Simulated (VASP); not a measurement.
# La (P6/mmm) in VASP: further runs

La is run at these levels: BLYP; tasks: single point.

All numbers are computed with VASP 6.6.1; they aren't measurements. Logs are shortened: lines on timing, memory, paths and dates and some standing lists are left out, and cuts for length are marked.

### Step 1. The cell of the first run

The structure is hexagonal, space group P6/mmm (No. 191). The conventional cell has a = 6.089 Å, b = 6.089 Å, c = 3.742 Å, α = 90.00°, β = 90.00°, γ = 120.00°. Within 4.9 Å of La (site symmetry 6/mmm) lie 14 La at 3.74 to 3.98 Å. Within 4.6 Å of La (site symmetry -6m2) lie 11 La at 3.52 to 3.98 Å.

### Step 2. Single point, BLYP

INCAR reads:

```
PREC = Accurate ; ENCUT = 520
EDIFF = 1E-6 ; ISMEAR = -1
SIGMA = 0.1 ; LREAL = False
LASPH = True ; NELM = 80
ALGO = Normal ; ISIF = 2
LWAVE = False ; LCHARG = False
GGA = B5 ; ALDAX = 1.0
AGGAX = 1.0 ; AGGAC = 1.0
ALDAC = 0.0 ; NBANDS = 24
```

KPOINTS reads:

```
regular mesh
0
Gamma
  6 6 9
```

POSCAR reads:

```
La
1.0
    6.0885228176      0.0000000000      0.0000000000
   -3.0442614088      5.2728154316      0.0000000000
    0.0000000000      0.0000000000      3.7415554064
La
3
Direct
    0.0000000000      1.0000000000      0.0000000000
    0.3333333333      0.6666666667      0.5000000000
    0.6666666667      0.3333333333      0.5000000000
```

Potentials or basis: VASP PAW PBE potentials, release 64 (La).

On the command line:

```sh
> cat potpaw_PBE.64/La/POTCAR > POTCAR
> mpirun -np 1 vasp_std > vasp.out
```

OUTCAR:

```text
PREC = Accurate
   ENCUT = 520
   EDIFF = 1E-6
   ISMEAR = -1
   LREAL = False
   LASPH = True
   NELM = 80
   ISIF = 2
   GGA = B5

 ion  position               nearest neighbor table
   1  0.000  0.000  0.000-
   2  0.333  0.667  0.500-   3 3.52   3 3.52   3 3.52
   3  0.667  0.333  0.500-   2 3.52   2 3.52   2 3.52

  LATTYP: Found a hexagonal cell.
 ALAT       =     6.0885228176
 C/A-ratio  =     0.6145259726

  Lattice vectors:

 A1 = (   6.0885228176,   0.0000000000,   0.0000000000)
 A2 = (  -3.0442614088,   5.2728154316,   0.0000000000)
 A3 = (   0.0000000000,   0.0000000000,   3.7415554064)

Analysis of symmetry for initial positions (statically):
=====================================================================
 Subroutine PRICEL returns:
 Original cell was already a primitive cell.

 Routine SETGRP: Setting up the symmetry group for a
 hexagonal supercell.

 Subroutine GETGRP returns: Found 24 space group operations
 (whereof 24 operations were pure point group operations)
 out of a pool of 24 trial point group operations.

The static configuration has the point symmetry D_6h.

Analysis of symmetry for dynamics (positions and initial velocities):
=====================================================================
 Subroutine PRICEL returns:
 Original cell was already a primitive cell.

 Routine SETGRP: Setting up the symmetry group for a
 hexagonal supercell.

 Subroutine GETGRP returns: Found 24 space group operations
 (whereof 24 operations were pure point group operations)
 out of a pool of 24 trial point group operations.

The dynamic configuration has the point symmetry D_6h.

 Subroutine INISYM returns: Found 24 space group operations
 (whereof 24 operations are pure point group operations),
 and found     1 'primitive' translations

----------------------------------------------------------------------------------------

                                     Primitive cell

  volume of cell :     120.1176

  direct lattice vectors                    reciprocal lattice vectors
     6.088522818  0.000000000  0.000000000     0.164243451  0.094826001  0.000000000
    -3.044261409  5.272815432  0.000000000     0.000000000  0.189652001  0.000000000
     0.000000000  0.000000000  3.741555406     0.000000000  0.000000000  0.267268526

  length of vectors
     6.088522818  6.088522818  3.741555406     0.189652001  0.189652001  0.267268526

  position of ions in fractional coordinates (direct lattice)
     0.000000000  0.000000000  0.000000000
     0.333333333  0.666666667  0.500000000
     0.666666667  0.333333333  0.500000000

  ion indices of the primitive-cell ions
   primitive index   ion index
                 1           1
                 2           2
                 3           3

----------------------------------------------------------------------------------------

 KPOINTS: regular mesh

Automatic generation of k-mesh.
 Grid dimensions read from file:
 generate k-points for:    6    6    9

 Generating k-lattice:

  Cartesian coordinates                     Fractional coordinates (reciprocal lattice)
     0.027373909  0.015804333  0.000000000     0.166666667  0.000000000  0.000000000
     0.000000000  0.031608667  0.000000000     0.000000000  0.166666667  0.000000000
     0.000000000  0.000000000  0.029696503     0.000000000  0.000000000  0.111111111

  Length of vectors
     0.031608667  0.031608667  0.029696503

  Shift w.r.t. Gamma in fractional coordinates (k-lattice)
     0.000000000  0.000000000  0.000000000

 Subroutine IBZKPT returns following result:
 ===========================================

 Found     35 irreducible k-points:

 Following reciprocal coordinates:
            Coordinates               Weight
  0.000000  0.000000  0.000000      1.000000
  0.166667  0.000000  0.000000      6.000000
  0.333333  0.000000  0.000000      6.000000
  0.500000 -0.000000  0.000000      3.000000
  0.166667  0.166667  0.000000      6.000000
  0.333333  0.166667  0.000000     12.000000
[... 16 lines left out ...]
  0.166667  0.000000  0.333333     12.000000
  0.333333  0.000000  0.333333     12.000000
 [... further k-points ...]
   k-points           NKPTS =     35   k-points in BZ     NKDIM =     35   number of bands    NBANDS=     24
   number of dos      NEDOS =    301   number of ions     NIONS =      3
   total plane-waves  NPLWV =  64512
   dimension x,y,z NGX =    48 NGY =   48 NGZ =   28
   dimension x,y,z NGXF=    96 NGYF=   96 NGZF=   56
   ions per type =               3
   NGX,Y,Z   is equivalent  to a cutoff of  13.11, 13.11, 12.44 a.u.
   NGXF,Y,Z  is equivalent  to a cutoff of  26.21, 26.21, 24.88 a.u.
 SYSTEM =  unknown system
   PREC   = accura    normal or accurate (medium, high low for compatibility)
   ISTART =      0    job   : 0-new  1-cont  2-samecut
   ICHARG =      2    charge: 1-file 2-atom 10-const
   ISPIN  =      1    spin polarized calculation?
   LNONCOLLINEAR =      F non collinear calculations
   LSORBIT =      F    spin-orbit coupling
   LASPH  =      T    aspherical Exc in radial PAW
   ENCUT  =  520.0 eV  38.22 Ry    6.18 a.u.  11.32 11.32  6.96*2*pi/ulx,y,z
   NELM   =     80;   NELMIN=  2; NELMDL= -5     # of ELM steps
   EDIFF  = 0.1E-05   stopping-criterion for ELM
   LREAL  =      F    real-space projection
   EDIFFG = 0.1E-04   stopping-criterion for IOM
   NSW    =      0    number of steps for IOM
   IBRION =     -1    ionic relax: 0-MD 1-quasi-New 2-CG
   NFREE  =      0    steps in history (QN), initial steepest desc. (CG)
   ISIF   =      2    stress and relaxation
   ISYM   =      2    0-nonsym 1-usesym 2-fastsym
   POTIM  = 0.5000    time-step for ionic-motion
   TEBEG  =    0.0;   TEEND  =   0.0 temperature during run
   PSTRESS=    0.0 pullay stress
   NELECT =      33.0000    total number of electrons
   NUPDOWN=      -1.0000    fix difference up-down
   EMIN   =  10.00;   EMAX   =-10.00  energy-range for DOS
   EFERMI =   0.00;   METHOD = LEGACY
   ISMEAR =    -1;   SIGMA  =   0.10  broadening in eV -4-tet -1-fermi 0-gaus
   EFERMI_NEDOS =   21; number of points for ismear=-14 and -15
   IALGO  =     38    algorithm
   IMIX   =      4    mixing-type and parameters
     AMIX     =   0.40;   BMIX     =  1.00
     AMIX_MAG =   1.60;   BMIX_MAG =  1.00
  volume/ion in A,a.u.               =      40.04       270.20
  Fermi-wavevector in a.u.,A,eV,Ry     =   1.064251  2.011142 15.410359  1.132629
  Thomas-Fermi vector in A             =   2.199763
   LORBIT       =      0    0 simple, 1 ext, 2 COOP (PROOUT), +10 PAW based schemes
   GGA     = B5    functional components
   LHFCALC =     F    Hartree Fock is set to
   AEXX    =    0.0000 exact exchange contribution
   IVDW    =     0    specifies the selected vdW correction
   LEPSILON=     F    determine dielectric tensor
   LRPA    =     F    only Hartree local field effects (RPA)
 non-spin polarized calculation
  energy-cutoff  :      520.00
  volume of cell :      120.12
 maximum number of plane-waves:      3264
 NGX is ok and might be reduce to    48
   NGX = 23   NGY = 23   NGZ = 13

 number of electron      32.9999998 magnetization

 Free energy of the ion-electron system (eV)
  ---------------------------------------------------
  ext. energy  EPLUGINS =         0.00000000
  ---------------------------------------------------
  free energy    TOTEN  =       -11.84380443 eV

  energy without entropy =      -11.66258509  energy(sigma->0) =      -11.75319476

 E-fermi :   7.6462     XC(G=0):  -8.7092

 val. band max:        7.6174603318   @ k =   0.3333   0.1667   0.4444
 cond. band min:       7.6467042921   @ k =   0.3333   0.3333   0.3333
 fundamental gap:      0.0292439603
 Fermi energy:         7.6462299938

 k-point     1 :       0.0000    0.0000    0.0000
  band No.  band energies     occupation
      1     -25.3721      2.00000
      2     -25.2219      2.00000
      3     -25.1399      2.00000
      4      -9.3936      2.00000
      5      -9.3936      2.00000
      6      -9.1540      2.00000
[... 16 lines left out ...]
     23       9.0269      0.00000
     24       9.1543      0.00000

 k-point     2 :       0.1667    0.0000    0.0000
  band No.  band energies     occupation
      1     -25.3573      2.00000
      2     -25.2258      2.00000
      3     -25.1516      2.00000
      4      -9.4856      2.00000
      5      -9.4286      2.00000
      6      -9.0411      2.00000
[... 16 lines left out ...]
     23       9.0012      0.00000
     24       9.1479      0.00000

 k-point     3 :       0.3333    0.0000    0.0000
  band No.  band energies     occupation
      1     -25.3179      2.00000
      2     -25.2381      2.00000
      3     -25.1803      2.00000
      4      -9.5927      2.00000
      5      -9.3697      2.00000
      6      -8.8936      2.00000
[... 16 lines left out ...]
     23       9.0297      0.00000
     24       9.1484      0.00000

 k-point     4 :       0.5000   -0.0000    0.0000
  band No.  band energies     occupation
      1     -25.2707      2.00000
      2     -25.2686      2.00000
      3     -25.1978      2.00000
      4      -9.6328      2.00000
      5      -9.2134      2.00000
      6      -9.0899      2.00000
[... 16 lines left out ...]
     23       9.1265      0.00000
     24       9.1557      0.00000

 k-point     5 :       0.1667    0.1667    0.0000
  band No.  band energies     occupation
      1     -25.3301      2.00000
      2     -25.2328      2.00000
      3     -25.1730      2.00000
      4      -9.5313      2.00000
      5      -9.4473      2.00000
      6      -8.9134      2.00000
[... 16 lines left out ...]
     23       9.0342      0.00000
     24       9.1469      0.00000

 k-point     6 :       0.3333    0.1667    0.0000
  band No.  band energies     occupation
      1     -25.2860      2.00000
      2     -25.2477      2.00000
      3     -25.2034      2.00000
      4      -9.5700      2.00000
      5      -9.3375      2.00000
      6      -9.0566      2.00000
[... 16 lines left out ...]
     23       9.1239      0.00000
     24       9.1607      0.00000
[... 379 lines left out ...]
 k-point    21 :       0.3333    0.3333    0.2222
  band No.  band energies     occupation
      1     -25.2343      2.00000
      2     -25.2120      2.00000
      3     -25.2120      2.00000
      4      -9.5090      2.00000
      5      -9.2101      2.00000
      6      -9.2101      2.00000
[... 16 lines left out ...]
     23       8.8198      0.00002
     24       9.0886      0.00000

 k-point    22 :       0.0000    0.0000    0.3333
  band No.  band energies     occupation
      1     -25.2976      2.00000
      2     -25.1997      2.00000
      3     -25.0933      2.00000
      4      -9.3160      2.00000
      5      -9.3160      2.00000
      6      -9.2902      2.00000
[... 16 lines left out ...]
     23       8.9879      0.00000
     24       9.1212      0.00000

 k-point    23 :       0.1667    0.0000    0.3333
  band No.  band energies     occupation
      1     -25.2854      2.00000
      2     -25.2008      2.00000
      3     -25.1049      2.00000
      4      -9.3554      2.00000
      5      -9.3442      2.00000
      6      -9.2688      2.00000
[... 16 lines left out ...]
     23       8.9941      0.00000
     24       9.0661      0.00000

 k-point    24 :       0.3333    0.0000    0.3333
  band No.  band energies     occupation
      1     -25.2536      2.00000
      2     -25.2044      2.00000
      3     -25.1342      2.00000
      4      -9.4173      2.00000
      5      -9.3804      2.00000
      6      -9.2785      2.00000
[... 16 lines left out ...]
     23       8.9765      0.00000
     24       9.0591      0.00000

 [... further k-points ...]
[... 5 lines left out ...]
  --------------------------------------------------------------------------------------
  -------------------------------------------------------------------------------------
  Total       -0.0287309     -0.0287309     -0.0007928     -0.0000000      0.0000000      0.0000000
  in kB       -0.3832245     -0.3832245     -0.0105749     -0.0000000      0.0000000      0.0000000
  external PRESSURE =      -0.2590080 kB  Pullay stress =       0.0000000 kB

 VOLUME and BASIS-vectors are now :
 -----------------------------------------------------------------------------
  energy-cutoff  :      520.00
  volume of cell :      120.12
      direct lattice vectors                 reciprocal lattice vectors
     6.088522818  0.000000000  0.000000000     0.164243451  0.094826001  0.000000000
    -3.044261409  5.272815432  0.000000000     0.000000000  0.189652001  0.000000000
     0.000000000  0.000000000  3.741555406     0.000000000  0.000000000  0.267268526

 POSITION                                       TOTAL-FORCE (eV/Angst)
 -----------------------------------------------------------------------------------
      0.00000      0.00000      0.00000         0.000000      0.000000      0.000000
     -0.00000      3.51521      1.87078        -0.000000      0.000000     -0.000000
      3.04426      1.75761      1.87078         0.000000     -0.000000      0.000000
 -----------------------------------------------------------------------------------
    total drift:                               -0.000000      0.000000     -0.000000

  FREE ENERGIE OF THE ION-ELECTRON SYSTEM (eV)
  ---------------------------------------------------
  free  energy   TOTEN  =       -11.8438044293 eV

  energy  without entropy=      -11.6625850929  energy(sigma->0) =      -11.75319476
```

Wall time 4 min (1 thread of Oxide Virtual Turin-like, shared host); peak memory 0.25 GiB.

What came out:

```yaml
Free_energy: -11.8438 eV
Pressure: 0.0 GPa
```

Caveat: the PAW data sets were made with another functional, which shifts forces and pressure a little; spin-orbit coupling is left out, which moves the levels of the heavy elements.

### Step 3. Single point, BLYP (volume scaled by 0.88)

INCAR reads:

```
  PREC = Accurate
  ENCUT = 520
  EDIFF = 1E-7
  ISMEAR = -1
  SIGMA = 0.1
  LREAL = False
  LASPH = True
  NELM = 100
  ALGO = Normal
  ISIF = 2
  LWAVE = False
  LCHARG = False
  GGA = B5
  ALDAX = 1.0
  AGGAX = 1.0
  AGGAC = 1.0
  ALDAC = 0.0
  NBANDS = 24
```

KPOINTS reads:

```
Automatic mesh
0
Gamma
  7 7 10
```

POSCAR reads:

```
La
1.0
    5.8345338257      0.0000000000      0.0000000000
   -2.9172669128      5.0528545123      0.0000000000
    0.0000000000      0.0000000000      3.5854725741
La
3
Direct
    0.0000000000      1.0000000000      0.0000000000
    0.3333333333      0.6666666667      0.5000000000
    0.6666666667      0.3333333333      0.5000000000
```

Potentials or basis: VASP PAW PBE potentials, release 64 (La).

On the command line:

```sh
> cat potpaw_PBE.64/La/POTCAR > POTCAR
> mpirun -np 1 vasp_std > vasp.out
```

Wall time 5.8 min (1 thread of Oxide Virtual Turin-like, shared host); peak memory 0.27 GiB.

It converged, with:

- Free energy: -11.6822 eV
- Pressure: 4.0 GPa

Stress tensor (GPa, compression positive):
```
4.09 0.00 0.00
0.00 4.09 0.00
0.00 0.00 3.71
```

Levels at points of the mesh, in eV from the Fermi level:
```tsv
k point	band 13	band 14	band 15	band 16	band 17	band 18	band 19	band 20	band 21	band 22
(0.00, 0.00, 0.00)	-2.99	-1.51	0.41	0.66	0.66	0.71	0.71	1.01	1.37	1.64
(0.00, 0.00, 0.50)	-1.76	-1.76	-0.94	-0.94	-0.29	0.46	1.16	1.16	1.60	1.60
```

Caveat: the PAW data sets were made with another functional, which shifts forces and pressure a little; spin-orbit coupling is left out, which moves the levels of the heavy elements.

### Step 4. Single point, BLYP (volume scaled by 0.92)

INCAR reads:

```
SYSTEM = La
AGGAC = 1.0
AGGAX = 1.0
ALDAC = 0.0
ALDAX = 1.0
ALGO = Normal
EDIFF = 1E-7
ENCUT = 520
GGA = B5
ISIF = 2
ISMEAR = -1
LASPH = .True.
LCHARG = .False.
LREAL = .False.
LWAVE = .False.
NBANDS = 24
NELM = 100
PREC = Accurate
SIGMA = 0.1
```

KPOINTS reads:

```
k-points
0
Gamma
  7 7 10
  0 0 0
```

POSCAR reads:

```
La
1.0
    5.9216292606      0.0000000000      0.0000000000
   -2.9608146303      5.1282813715      0.0000000000
    0.0000000000      0.0000000000      3.6389949810
La
3
Direct
    0.0000000000      1.0000000000      0.0000000000
    0.3333333333      0.6666666667      0.5000000000
    0.6666666667      0.3333333333      0.5000000000
```

On the command line:

```sh
> cat potpaw_PBE.64/La/POTCAR > POTCAR
> mpirun -np 1 vasp_std > vasp.out
```

Run time: 5.6 min. Hardware: 1 thread of Oxide Virtual Turin-like, shared host; peak memory 0.27 GiB.

Results (log left out):

| Item | Value |
| --- | --- |
| Free energy | -11.7774 eV |
| Pressure | 2.4 GPa |

Stress tensor (GPa, compression positive):
```
2.47 0.00 0.00
0.00 2.47 0.00
0.00 0.00 2.28
```

Levels at points of the mesh, in eV from the Fermi level:
```
           k point  band 15  band 16  band 17  band 18  band 19  band 20
(0.00, 0.00, 0.00)     0.38     0.61     0.61     0.64     0.64     0.98
(0.00, 0.00, 0.50)    -0.89    -0.89    -0.40     0.35     1.12     1.12
```

Caveat: the PAW data sets were made with another functional, which shifts forces and pressure a little; spin-orbit coupling is left out, which moves the levels of the heavy elements.

(Part 1 of 2 ends here.)
